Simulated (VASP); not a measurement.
Input of a VASP 6.6.1 run:

INCAR

```
  ALGO = Fast
  EDIFF = 1E-6
  ENCUT = 520
  GGA = PS
  ISIF = 2
  ISMEAR = 0
  LASPH = True
  LCHARG = False
  LREAL = False
  LWAVE = False
  NBANDS = 34
  NELM = 100
  PREC = Accurate
  SIGMA = 0.15
```

KPOINTS

```
k-points
0
Gamma
  12 12 8
```

File POSCAR:

```
Sc2Al
1.0
    4.6083540236      0.0000000000      0.0000000000
   -2.3041770118      3.9909516541      0.0000000000
    0.0000000000      0.0000000000      6.3897238862
Sc Al
4 2
Direct
    0.0000000000      0.0000000000      0.0000000000
    0.0000000000      0.0000000000      0.5000000000
    0.3333333333      0.6666666667      0.7500000000
    0.6666666667      0.3333333333      0.2500000000
    0.3333333333      0.6666666667      0.2500000000
    0.6666666667      0.3333333333      0.7500000000
```

Potentials or basis: VASP PAW PBE potentials, release 64 (Sc_sv, Al).

Launch:

```console
$ cat potpaw_PBE.64/Sc_sv/POTCAR potpaw_PBE.64/Al/POTCAR > POTCAR
$ mpirun -np 1 vasp_std > vasp.out
```

Predict the band gap on the k mesh.

zero (bands 25 and 26 overlap by 0.84 eV).

Predict the pressure.

5.8 GPa.

Stress tensor (GPa, compression positive):
```
10.36  0.00  0.00
 0.00 10.36  0.00
 0.00  0.00 -3.36
```

Caveat: the cell differs from its parent crystal (strain -0.050 along x and y, +0.050 along z); the stress differs along the axes, from -3 to 10 GPa; the PAW data sets were made with another functional, which shifts forces and pressure a little.
